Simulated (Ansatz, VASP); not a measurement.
# Two plane-wave programs on C

Contents of INCAR:

```
  PREC = Accurate
  ENCUT = 1300
  EDIFF = 1E-6
  ISMEAR = 0
  SIGMA = 0.05
  LREAL = F
  LASPH = T
  NELM = 120
  ALGO = Normal
  ISIF = 2
  LWAVE = F
  LCHARG = F
  NBANDS = 11
  GGA_COMPAT = F
```

Contents of KPOINTS:

```
regular mesh
0
Gamma
  12 12 12
```

The input POSCAR:

```
C
1.0
    0.0000000000      1.8088756607      1.6826161395
    1.8088756607      0.0000000000      1.6826161395
    1.8088756607      1.8088756607      0.0000000000
C
2
Direct
    0.5000000000      0.5000000000      0.5000000000
    0.7500000000      0.7500000000      0.7500000000
```

Input for Ansatz:

```yaml
crystal:
  lattice:
    - [0.0, 1.8088756607, 1.6826161395]
    - [1.8088756607, 0.0, 1.6826161395]
    - [1.8088756607, 1.8088756607, 0.0]
  atoms:
    - { symbol: C, position: [0.5, 0.5, 0.5] }
    - { symbol: C, position: [0.75, 0.75, 0.75] }
basis:
  ecutwfc: 520.0
kpoints:
  mp_grid: { grid: [12, 12, 12] }
hamiltonian:
  xc: lda
  pseudopotentials: { kind: paw, azcp: { folder: soft_1 } }
scf:
  occupations: { method: gaussian, width: 0.05 }
output:
  forces: true
  stress: true
  eigenvalues: true
```

Alike in both runs: task single point; functional LDA; k mesh 12 × 12 × 12; occupations gaussian, width 0.05 eV; no spin polarisation.

```csv
,VASP,Ansatz
version,VASP 6.6.1,Ansatz 0.2.0
potentials or method,"VASP PAW LDA potentials, release 64 (C_h), cutoff 1300 eV","scalar-relativistic, plane waves, PAW"
valence electrons in the cell,8,8
```

```tsv
	VASP	Ansatz	Ansatz less VASP
gap on the k mesh at the Fermi level (eV)	2.39	2.40	+0.009
least direct gap on the mesh (eV)	4.40	4.40	-0.003
pressure (GPa)	1.1	0.1	-1.00
traceless stress, the component that is largest in VASP (GPa)	42.60	42.63	+0.029
```

Ansatz warns that its potentials were made for another functional, while VASP's fit it. LDA's correlation is that of Perdew and Zunger in VASP and of Perdew and Wang (1992) in Ansatz.
